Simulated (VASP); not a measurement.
Runs of VASP 6.6.1 on K. The structure is that of space group P6_3/mmc (No. 194), or close to it. The cells are those of the table. This isn't the form of K at room conditions, which is bcc.

```tsv
cell	gap on the mesh (eV)	pressure (GPa)
a = 4.580, b = 4.580, c = 7.490 Å, angles 90.0, 90.0, 120.0°, 2 atoms	none	0.2
a = 4.650, b = 4.650, c = 7.604 Å, angles 90.0, 90.0, 120.0°, 2 atoms	none	0.0
a = 4.441, b = 4.441, c = 7.262 Å, angles 90.0, 90.0, 120.0°, 2 atoms	none	(a)
a = 4.789, b = 4.789, c = 7.833 Å, angles 90.0, 90.0, 120.0°, 2 atoms	none	-0.3
a = 4.859, b = 4.859, c = 7.947 Å, angles 90.0, 90.0, 120.0°, 2 atoms	none	-0.4
a = 4.720, b = 4.720, c = 7.719 Å, angles 90.0, 90.0, 120.0°, 2 atoms	none	-0.2
a = 4.510, b = 4.510, c = 7.376 Å, angles 90.0, 90.0, 120.0°, 2 atoms	none	(b)
```

Alike in all rows: task single point; level PBEsol; potentials or basis VASP PAW PBE potentials, release 64 (K_sv); no spin polarisation; k mesh 12 × 12 × 6; cutoff (eV) 520; smearing gaussian 0.1 eV.

Fill in the values left out.

(a) 0.6; (b) 0.4.

Caveats: the PAW data sets were made with another functional, which shifts forces and pressure a little.

A gap of «none» marks levels without a gap at the run's occupations.
